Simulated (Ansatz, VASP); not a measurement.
**Si6N: VASP beside Ansatz**

```
Si N
1.0
     2.51503    1.45205    4.11357
    -2.51503    1.45205    4.11357
     0.00000   -2.90411    4.11357
Si N
6 1
Direct
  0.92572 0.53468 0.27937
  0.07428 0.46532 0.72063
  0.27937 0.92572 0.53468
  0.53468 0.27937 0.92572
  0.72063 0.07428 0.46532
  0.46532 0.72063 0.07428
  0.00000 0.00000 0.00000
```

Change from the starting cell: species swapped into the WCl6 type (R-3, No. 148).

Alike in both runs: task relaxation of cell and atoms; functional PBE; k mesh 12 × 12 × 12; occupations gaussian, width 0.1 eV; no spin polarisation.

|  | VASP | Ansatz |
| --- | --- | --- |
| version | VASP 6.6.1 | Ansatz 0.2.0 |
| potentials or method | VASP PAW PBE potentials, release 64 (Si, N), cutoff 600 eV | scalar-relativistic, plane waves, PAW |
| valence electrons in the cell | 29 | 29 |

Ansatz gave:

```
gap on the k mesh at the Fermi level, each at its own relaxed structure (eV)  : none
relaxed volume (Å³/atom)                                                      : 12.87
relaxed length of the cell vector where the two differ most in proportion (Å) : 5.051
```

Question: Which values does VASP return?

Answer: gap on the k mesh at the Fermi level, each at its own relaxed structure (eV): none; relaxed volume (Å³/atom): 12.86; relaxed length of the cell vector where the two differ most in proportion (Å): 5.050.

A gap of «none» marks a metal or a gap that the smearing closes.
